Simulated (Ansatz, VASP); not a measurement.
# ZnCd3SO in VASP and in Ansatz

```
Zn Cd S O
1.0
     3.70999    0.00000    0.00000
     0.00000    3.70999    0.00000
     0.00000    0.00000   10.07039
Zn Cd S O
1 3 1 1
Direct
  0.50000 0.50000 0.00000
  0.50000 0.50000 0.25697
  0.50000 0.50000 0.74303
  0.00000 0.00000 0.00000
  0.50000 0.50000 0.50000
  0.00000 0.00000 0.50000
```

Alike in both runs: functional PBE; k mesh 4 × 4 × 2; occupations gaussian, width 0.1 eV; collinear spin.

Ansatz relaxed the structure, and its values are those at the end. VASP's run is a single point on that final structure, the one shown.

|  | VASP | Ansatz |
| --- | --- | --- |
| version | VASP 6.6.1 | Ansatz 0.2.0 |
| potentials or method | VASP PAW PBE potentials, release 64 (Zn, Cd, S, O), cutoff 520 eV | scalar-relativistic, plane waves, PAW |
| valence electrons in the cell | 60 | 84 |

```csv
,VASP,Ansatz,Ansatz less VASP
gap on the k mesh at the Fermi level (eV),none,none,-
pressure (GPa),0.3,0.0,-0.25
rms of the force components (eV/Å),0.008,0.000,-0.0074
net moment per atom (μB),0.09,0.09,-0.001
size of the moment on the site where the two differ most (μB),0.31,0.35,+0.047
```

Site moments also hang on the region over which each program counts them. A gap of «none» marks a metal or a gap that the smearing closes. The functional is the same, so the differences come from potentials, cutoffs and numerics. VASP's potentials hold 60 valence electrons a cell and Ansatz's 84, so a difference there can come from the potentials and not from the codes.

The k mesh is coarse, so the values compare programs but aren't converged.
